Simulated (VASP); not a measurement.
The system is BP.

```
B P
1.0
     1.47889   -5.36338    0.00000
     1.47889    5.36338    0.00000
     0.00000    0.00000    3.08316
B P
2 2
Direct
  0.66705 0.33295 0.25000
  0.33295 0.66705 0.75000
  0.85340 0.14660 0.25000
  0.14660 0.85340 0.75000
```

The cell was built from a structure type or drawn by symmetry, and may not be a known phase.

| Property | Result |
| --- | --- |
| Program | VASP 6.6.1 |
| Task | relaxation of cell and atoms |
| Functional | PBE |
| Potentials or basis | VASP PAW PBE potentials, release 64 (B, P) |
| Cutoff | 600 eV |
| k mesh | 6 × 6 × 6 |
| Occupations | gaussian, width 0.1 eV |
| Spin | no spin polarisation |

At the start: pressure 0.7 GPa; volume 12.23 Å³/atom.

Question: How do energy, volume and symmetry change on relaxing?

Answer: Over 34 steps the energy falls by 74.7 meV/atom and the volume is 13.18 Å³/atom (+7.8 %); space group Cmcm (No. 63, to 0.1 Å) before and after.

Step by step:
```
step  energy change (eV)  largest force (eV/Å)  pressure (GPa)  volume (Å³)
   1              0.0000                0.6598            0.73        48.91
   2             -0.0492                0.4262           -1.70        49.30
   3             -0.0623                0.5263           -3.18        49.54
   4             -0.0974                0.3985           -1.59        48.74
   5             -0.1492                0.3954            3.70        46.37
   6             -0.1489                0.3479            5.42        45.67
   7             -0.1507                0.3769            4.60        46.01
   8             -0.1676                0.3079            4.00        45.94
   9             -0.1776                0.2814            3.06        45.84
  10             -0.1912                0.2419            1.80        46.26
  11             -0.2021                0.1974           -0.75        47.22
  12             -0.2021                0.1940           -0.59        47.16
  13             -0.2061                0.1540           -0.13        47.15
  14             -0.2105                0.0659            0.90        47.13
  15             -0.2142                0.0788            0.80        47.26
  16             -0.2227                0.1117            0.50        47.66
  17             -0.2294                0.1904           -0.03        48.43
  18             -0.2332                0.1750            0.02        48.61
  19             -0.2437                0.1531            0.23        49.16
  20             -0.2652                0.1477            0.71        50.24
  21             -0.2531                0.6578            1.98        52.38
  22             -0.2690                0.3975            1.21        51.09
  23             -0.2721                0.3831            1.06        51.28
  24             -0.2796                0.3171            0.68        51.85
  25             -0.2827                0.3851            0.11        52.98
  26             -0.2834                0.3653            0.24        52.72
  27             -0.2875                0.3063            0.05        52.73
  28             -0.2943                0.1400           -0.46        52.76
  29             -0.2948                0.1758           -0.62        52.77
  30             -0.2958                0.1467           -0.36        52.69
  31             -0.2972                0.0599            0.46        52.45
  32             -0.2972                0.0524            0.53        52.43
  33             -0.2978                0.0475            0.46        52.51
  34             -0.2988                0.0332            0.24        52.73
```

Final structure:
```cif
data_structure
_symmetry_space_group_name_H-M 'P 1'
_symmetry_Int_Tables_number 1
_cell_length_a 6.4760
_cell_length_b 6.4760
_cell_length_c 2.8893
_cell_angle_alpha 90.000
_cell_angle_beta 90.000
_cell_angle_gamma 154.206
_cell_volume 52.73
loop_
_atom_site_label
_atom_site_type_symbol
_atom_site_fract_x
_atom_site_fract_y
_atom_site_fract_z
_atom_site_occupancy
B1 B 0.70012 0.29988 0.25000 1
B2 B 0.29988 0.70012 0.75000 1
P1 P 0.85805 0.14195 0.25000 1
P2 P 0.14195 0.85805 0.75000 1
```

Caveat: the k points lie up to 0.37 Å⁻¹ apart in the final cell, too coarse for converged energies and pressures of a metal; a cell axis changed by over 15 % at a fixed basis, so the end point is rough.
